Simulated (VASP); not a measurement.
# TiC (rocksalt type) (Fm-3m) in VASP: further runs, part 2 of 3

VASP 6.6.1. Earlier steps stand in the parts before.

### 3 Single point, LDA (volume scaled by 0.72)

Contents of INCAR:

```
SYSTEM = TiC
PREC = Accurate ; ENCUT = 520
EDIFF = 1E-6 ; ISMEAR = -1
SIGMA = 0.08 ; LREAL = .False.
LASPH = .True. ; NELM = 80
ALGO = Normal ; ISIF = 2
LWAVE = .False. ; LCHARG = .False.
GGA = CA ; NBANDS = 15
```

Contents of KPOINTS:

```
Automatic mesh
0
Gamma
  17 17 17
  0 0 0
```

Contents of POSCAR:

```
TiC
1.0
    0.0000000000      1.9094812391      1.9094812391
    1.9094812391      0.0000000000      1.9094812391
    1.9094812391      1.9094812391      0.0000000000
Ti C
1 1
Direct
    0.0000000000      0.0000000000      0.0000000000
    0.5000000000      0.5000000000      0.5000000000
```

Potentials or basis: VASP PAW LDA potentials, release 64 (Ti_sv, C).

The run is started by

```bash
> cat potpaw_LDA.64/Ti_sv/POTCAR potpaw_LDA.64/C/POTCAR > POTCAR
> mpirun -np 1 vasp_std > vasp.out
```

OUTCAR:

```text
SYSTEM = TiC
   PREC = Accurate
   ENCUT = 520
   EDIFF = 1E-6
   ISMEAR = -1
   LREAL = .False.
   LASPH = .True.
   NELM = 80
   ISIF = 2
   GGA = CA

 ion  position               nearest neighbor table
   1  0.000  0.000  0.000-   2 1.91   2 1.91   2 1.91   2 1.91   2 1.91   2 1.91
   2  0.500  0.500  0.500-   1 1.91   1 1.91   1 1.91   1 1.91   1 1.91   1 1.91

  LATTYP: Found a face centered cubic cell.
 ALAT       =     3.8189624782

  Lattice vectors:

 A1 = (   0.0000000000,   1.9094812391,   1.9094812391)
 A2 = (   1.9094812391,   0.0000000000,   1.9094812391)
 A3 = (   1.9094812391,   1.9094812391,   0.0000000000)

Analysis of symmetry for initial positions (statically):
=====================================================================
 Subroutine PRICEL returns:
 Original cell was already a primitive cell.

 Routine SETGRP: Setting up the symmetry group for a
 face centered cubic supercell.

 Subroutine GETGRP returns: Found 48 space group operations
 (whereof 48 operations were pure point group operations)
 out of a pool of 48 trial point group operations.

The static configuration has the point symmetry O_h .

Analysis of symmetry for dynamics (positions and initial velocities):
=====================================================================
 Subroutine PRICEL returns:
 Original cell was already a primitive cell.

 Routine SETGRP: Setting up the symmetry group for a
 face centered cubic supercell.

 Subroutine GETGRP returns: Found 48 space group operations
 (whereof 48 operations were pure point group operations)
 out of a pool of 48 trial point group operations.

The dynamic configuration has the point symmetry O_h .

 Subroutine INISYM returns: Found 48 space group operations
 (whereof 48 operations are pure point group operations),
 and found     1 'primitive' translations

----------------------------------------------------------------------------------------

                                     Primitive cell

  volume of cell :      13.9244

  direct lattice vectors                    reciprocal lattice vectors
     0.000000000  1.909481239  1.909481239    -0.261851224  0.261851224  0.261851224
     1.909481239  0.000000000  1.909481239     0.261851224 -0.261851224  0.261851224
     1.909481239  1.909481239  0.000000000     0.261851224  0.261851224 -0.261851224

  length of vectors
     2.700414265  2.700414265  2.700414265     0.453539624  0.453539624  0.453539624

  position of ions in fractional coordinates (direct lattice)
     0.000000000  0.000000000  0.000000000
     0.500000000  0.500000000  0.500000000

  ion indices of the primitive-cell ions
   primitive index   ion index
                 1           1
                 2           2

----------------------------------------------------------------------------------------

 KPOINTS: Automatic mesh

Automatic generation of k-mesh.
 Grid dimensions read from file:
 generate k-points for:   17   17   17

 Generating k-lattice:

  Cartesian coordinates                     Fractional coordinates (reciprocal lattice)
    -0.015403013  0.015403013  0.015403013     0.058823529  0.000000000  0.000000000
     0.015403013 -0.015403013  0.015403013     0.000000000  0.058823529  0.000000000
     0.015403013  0.015403013 -0.015403013     0.000000000  0.000000000  0.058823529

  Length of vectors
     0.026678801  0.026678801  0.026678801

  Shift w.r.t. Gamma in fractional coordinates (k-lattice)
     0.000000000  0.000000000  0.000000000

 Subroutine IBZKPT returns following result:
 ===========================================

 Found    165 irreducible k-points:

 Following reciprocal coordinates:
            Coordinates               Weight
  0.000000  0.000000  0.000000      1.000000
  0.058824  0.000000  0.000000      8.000000
  0.117647  0.000000  0.000000      8.000000
  0.176471  0.000000  0.000000      8.000000
  0.235294  0.000000  0.000000      8.000000
  0.294118  0.000000  0.000000      8.000000
[... 16 lines left out ...]
 -0.176471  0.058824  0.000000     24.000000
 -0.117647  0.058824  0.000000     24.000000
 [... further k-points ...]
   k-points           NKPTS =    165   k-points in BZ     NKDIM =    165   number of bands    NBANDS=     15
   number of dos      NEDOS =    301   number of ions     NIONS =      2
   total plane-waves  NPLWV =   8000
   dimension x,y,z NGX =    20 NGY =   20 NGZ =   20
   dimension x,y,z NGXF=    40 NGYF=   40 NGZF=   40
   ions per type =               1   1
   NGX,Y,Z   is equivalent  to a cutoff of  12.31, 12.31, 12.31 a.u.
   NGXF,Y,Z  is equivalent  to a cutoff of  24.63, 24.63, 24.63 a.u.
 SYSTEM =  TiC
   PREC   = accura    normal or accurate (medium, high low for compatibility)
   ISTART =      0    job   : 0-new  1-cont  2-samecut
   ICHARG =      2    charge: 1-file 2-atom 10-const
   ISPIN  =      1    spin polarized calculation?
   LNONCOLLINEAR =      F non collinear calculations
   LSORBIT =      F    spin-orbit coupling
   LASPH  =      T    aspherical Exc in radial PAW
   ENCUT  =  520.0 eV  38.22 Ry    6.18 a.u.   5.02  5.02  5.02*2*pi/ulx,y,z
   NELM   =     80;   NELMIN=  2; NELMDL= -5     # of ELM steps
   EDIFF  = 0.1E-05   stopping-criterion for ELM
   LREAL  =      F    real-space projection
   EDIFFG = 0.1E-04   stopping-criterion for IOM
   NSW    =      0    number of steps for IOM
   IBRION =     -1    ionic relax: 0-MD 1-quasi-New 2-CG
   NFREE  =      0    steps in history (QN), initial steepest desc. (CG)
   ISIF   =      2    stress and relaxation
   ISYM   =      2    0-nonsym 1-usesym 2-fastsym
   POTIM  = 0.5000    time-step for ionic-motion
   TEBEG  =    0.0;   TEEND  =   0.0 temperature during run
   PSTRESS=    0.0 pullay stress
   NELECT =      16.0000    total number of electrons
   NUPDOWN=      -1.0000    fix difference up-down
   EMIN   =  10.00;   EMAX   =-10.00  energy-range for DOS
   EFERMI =   0.00;   METHOD = LEGACY
   ISMEAR =    -1;   SIGMA  =   0.08  broadening in eV -4-tet -1-fermi 0-gaus
   EFERMI_NEDOS =   21; number of points for ismear=-14 and -15
   IALGO  =     38    algorithm
   IMIX   =      4    mixing-type and parameters
     AMIX     =   0.40;   BMIX     =  1.00
     AMIX_MAG =   1.60;   BMIX_MAG =  1.00
  volume/ion in A,a.u.               =       6.96        46.98
  Fermi-wavevector in a.u.,A,eV,Ry     =   1.714705  3.240323 40.004033  2.940213
  Thomas-Fermi vector in A             =   2.792213
   LORBIT       =      0    0 simple, 1 ext, 2 COOP (PROOUT), +10 PAW based schemes
   GGA     = CA    functional components
   LHFCALC =     F    Hartree Fock is set to
   AEXX    =    0.0000 exact exchange contribution
   IVDW    =     0    specifies the selected vdW correction
   LEPSILON=     F    determine dielectric tensor
   LRPA    =     F    only Hartree local field effects (RPA)
 non-spin polarized calculation
  energy-cutoff  :      520.00
  volume of cell :       13.92
 maximum number of plane-waves:       385
   NGX =  9   NGY =  9   NGZ =  9

 number of electron      15.9999994 magnetization

 Free energy of the ion-electron system (eV)
  ---------------------------------------------------
  ext. energy  EPLUGINS =         0.00000000
  ---------------------------------------------------
  free energy    TOTEN  =       -18.24132021 eV

  energy without entropy =      -18.23679728  energy(sigma->0) =      -18.23905874

 E-fermi :  14.4283     XC(G=0): -15.0276

 val. band max:       14.3867251274   @ k =   0.3529   0.2941   0.0000
 cond. band min:      14.4631595598   @ k =   0.0588   0.0000   0.0000
 fundamental gap:      0.0764344324
 Fermi energy:        14.4283267943

 k-point     1 :       0.0000    0.0000    0.0000
  band No.  band energies     occupation
      1     -40.6392      2.00000
      2     -16.5303      2.00000
      3     -16.5303      2.00000
      4     -16.5303      2.00000
      5       0.6903      2.00000
      6      14.9777      0.00208
      7      14.9778      0.00208
      8      14.9778      0.00208
      9      16.5933      0.00000
     10      16.5933      0.00000
     11      16.5933      0.00000
     12      16.9093      0.00000
     13      16.9093      0.00000
     14      29.8986      0.00000
     15      31.4807      0.00000
[... 397 lines left out ...]
 k-point    24 :      -0.1176    0.0588    0.0000
  band No.  band energies     occupation
      1     -40.5642      2.00000
      2     -16.9153      2.00000
      3     -16.6136      2.00000
      4     -16.5366      2.00000
      5       1.4917      2.00000
      6      12.9431      2.00000
      7      13.1943      2.00000
      8      13.4130      1.99999
      9      15.4390      0.00001
     10      16.4064      0.00000
     11      17.8639      0.00000
     12      19.6051      0.00000
     13      21.0781      0.00000
     14      30.9070      0.00000
     15      31.9715      0.00000

 [... further k-points ...]
[... 5 lines left out ...]
  --------------------------------------------------------------------------------------
  -------------------------------------------------------------------------------------
  Total       15.3165001     15.3165001     15.3165001      0.0000000      0.0000000      0.0000000
  in kB     1762.3571970   1762.3571970   1762.3571970      0.0000000      0.0000000      0.0000000
  external PRESSURE =    1762.3571970 kB  Pullay stress =       0.0000000 kB

 VOLUME and BASIS-vectors are now :
 -----------------------------------------------------------------------------
  energy-cutoff  :      520.00
  volume of cell :       13.92
      direct lattice vectors                 reciprocal lattice vectors
     0.000000000  1.909481239  1.909481239    -0.261851224  0.261851224  0.261851224
     1.909481239  0.000000000  1.909481239     0.261851224 -0.261851224  0.261851224
     1.909481239  1.909481239  0.000000000     0.261851224  0.261851224 -0.261851224

 POSITION                                       TOTAL-FORCE (eV/Angst)
 -----------------------------------------------------------------------------------
      0.00000      0.00000      0.00000        -0.000000      0.000000     -0.000000
      1.90948      1.90948      1.90948         0.000000     -0.000000      0.000000
 -----------------------------------------------------------------------------------
    total drift:                                0.000000     -0.000000     -0.000000

  FREE ENERGIE OF THE ION-ELECTRON SYSTEM (eV)
  ---------------------------------------------------
  free  energy   TOTEN  =       -18.2413202104 eV

  energy  without entropy=      -18.2367972765  energy(sigma->0) =      -18.23905874
```

It took 30 s on 1 thread of Intel Xeon 6975P-C, shared host; peak memory 0.14 GiB.

Results:

```
Free energy            : -18.2413 eV
Pressure               : 176.2 GPa
Band gap on the k mesh : zero (band 8 reaches 14.98 eV, above the bottom of band 9 at 13.91 eV)
```

Levels at points of the mesh, in eV from the Fermi level:
```csv
k point,band 4,band 5,band 6,band 7,band 8,band 9,band 10,band 11,band 12,band 13
"(0.00, 0.00, 0.00)",-30.96,-13.74,0.55,0.55,0.55,2.16,2.16,2.16,2.48,2.48
```

(Part 2 of 3 ends here.)
